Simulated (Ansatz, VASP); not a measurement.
# Two plane-wave programs on HClF2

```
H Cl F
1.0
     3.99475    0.00000    0.00000
     0.00000    3.99475    0.00000
     0.00000    0.00000    4.58086
H Cl F
1 1 2
Direct
  0.50000 0.50000 0.40819
  0.00000 0.00000 0.59564
  0.50000 0.00000 0.53670
  0.00000 0.50000 0.53670
```

Alike in both runs: task relaxation of cell and atoms; functional PBE; dispersion D3(BJ); k mesh 4 × 4 × 4; occupations gaussian, width 0.1 eV; collinear spin.

```csv
,VASP,Ansatz
version,VASP 6.6.1,Ansatz 0.2.0
potentials or method,"VASP PAW PBE potentials, release 64 (H, Cl, F), cutoff 600 eV","scalar-relativistic, plane waves, PAW"
valence electrons in the cell,22,22
```

```csv
,VASP,Ansatz,Ansatz less VASP
"gap on the k mesh at the Fermi level, each at its own relaxed structure (eV)",none,none,-
net moment per atom (μB),0.25,0.25,0.000
size of the moment on the site where the two differ most (μB),0.24,0.42,+0.179
relaxed volume (Å³/atom),15.50,16.75,+1.253
relaxed length of the cell vector where the two differ most in proportion (Å),3.533,3.826,+0.2929
```

Site moments also hang on the region over which each program counts them. A gap of «none» marks a metal or a gap that the smearing closes. One of these differences is far larger than is usual between the two programs; its cause wasn't traced.

The k mesh is coarse, so the values compare programs but aren't converged. Noted on VASP's run: the volume moved by over 15 % at a fixed basis, so the end points are rough.
